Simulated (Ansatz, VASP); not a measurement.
# Two plane-wave programs on Si3Ge

File INCAR:

```
ALGO = Normal ; EDIFF = 1E-7
ENCUT = 520 ; GGA = PS
ISIF = 2 ; ISMEAR = 0
LASPH = True ; LCHARG = True
LELF = True ; LREAL = False
LVHAR = True ; LWAVE = False
NBANDS = 21 ; NELM = 100
PREC = Accurate ; SIGMA = 0.01
```

File KPOINTS:

```
k-points
0
Gamma
  4 4 4
```

File POSCAR:

```
Si3Ge
1.0
    3.8880966177      0.0000000000      0.0000000000
    0.0000000000      3.8880966177      0.0000000000
    0.0000000000      0.0000000000      5.4836775972
Si Ge
3 1
Direct
    0.5000000000      0.0000000000      0.7548774920
    0.5000000000      0.5000000000      0.0000000000
    0.0000000000      0.5000000000      0.2451225080
    0.0000000000      0.0000000000      0.5000000000
```

Input for Ansatz:

```yaml
crystal:
  lattice:
    - [3.8880966177, 0.0, 0.0]
    - [0.0, 3.8880966177, 0.0]
    - [0.0, 0.0, 5.4836775972]
  atoms:
    - { symbol: Si, position: [0.5, 0.0, 0.754877492] }
    - { symbol: Si, position: [0.5, 0.5, 0.0] }
    - { symbol: Si, position: [0.0, 0.5, 0.245122508] }
    - { symbol: Ge, position: [0.0, 0.0, 0.5] }
kpoints:
  mp_grid: { grid: [4, 4, 4] }
hamiltonian:
  xc: pbesol
scf:
  occupations: { method: fixed }
  n_extra_bands: 5
output:
  forces: true
  stress: true
  eigenvalues: true
```

Alike in both runs: task single point; functional PBEsol; k mesh 4 × 4 × 4; no spin polarisation.

|  | VASP | Ansatz |
| --- | --- | --- |
| version | VASP 6.6.1 | Ansatz 0.2.0 |
| potentials or method | VASP PAW PBE potentials, release 64 (Si, Ge_d) | plane waves, PAW |
| plane-wave cutoff (eV) | 520 | 420 |
| occupations | gaussian, width 0.01 eV | fixed |
| valence electrons in the cell | 26 | 26 |

```tsv
	VASP	Ansatz	Ansatz less VASP
gap on the k mesh at the Fermi level (eV)	0.26	0.27	+0.005
pressure (GPa)	-0.2	-0.2	-0.04
traceless stress, the component that is largest in VASP (GPa)	-0.88	-0.87	+0.002
rms of the force components (eV/Å)	0.012	0.016	+0.0040
```

VASP's potentials were made for PBE, not for PBEsol. Atom by atom the forces differ by 0.004 eV/Å (rms over components).
